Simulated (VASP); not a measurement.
Set up this calculation in VASP 6.6.1, as the native input.

```yaml
Task: single point
Functional: PBEsol
Potentials_or_basis: VASP PAW PBE potentials, release 64 (Al)
Cutoff: 520 eV
k_mesh: 20 × 20 × 20
Occupations: gaussian, width 0.15 eV
Spin: no spin polarisation
Dipole_correction: no
Further_INCAR_settings: ALGO = Normal; EDIFF = 1e-06; NBANDS = 8
```

The structure of Al lies in POSCAR:

```
Al
1.0
   -1.6150869704      1.6150869704      1.6389552507
    1.6150869704     -1.6150869704      1.6389552507
    1.6150869704      1.6150869704     -1.6389552507
Al
1
Direct
    0.0000000000      0.0000000000      0.0000000000
```

This cell differs from its parent crystal: strain +0.015 along x and y, +0.030 along z.

The input as run:

INCAR

```
SYSTEM = Al
PREC     = Accurate       ! precision mode
ENCUT    = 520            ! plane-wave cutoff, eV
EDIFF    = 1E-6           ! SCF threshold, eV
ISMEAR   = 0              ! smearing method
SIGMA    = 0.15           ! smearing width, eV
LREAL    = .False.        ! projectors in reciprocal space
LASPH    = .True.         ! aspherical terms in the spheres
NELM     = 60             ! most SCF steps
ALGO     = Normal         ! electronic algorithm
ISIF     = 2              ! what is computed and relaxed
LWAVE    = .False.        ! write WAVECAR
LCHARG   = .True.         ! write CHGCAR
GGA      = PS             ! functional
LELF     = .True.         ! ELF
LVHAR    = .True.       
NBANDS   = 8              ! bands
```

KPOINTS

```
Automatic mesh
0
Gamma
  20 20 20
  0 0 0
```

Potentials or basis: VASP PAW PBE potentials, release 64 (Al).

Launch:

```console
$ cat potpaw_PBE.64/Al/POTCAR > POTCAR
$ mpirun -np 1 vasp_std > vasp.out
```

It gave:

| Property | Result |
| --- | --- |
| Pressure | -2.1 GPa |
| Band gap on the k mesh | zero (an odd number of electrons rules out a gap without spin polarisation) |

Caveat: the cell differs from its parent crystal (strain +0.015 along x and y, +0.030 along z); the PAW data sets were made with another functional, which shifts forces and pressure a little.

It took 79 s on 1 thread of Intel Xeon 8259CL, on a shared host, peak memory 0.19 GiB.
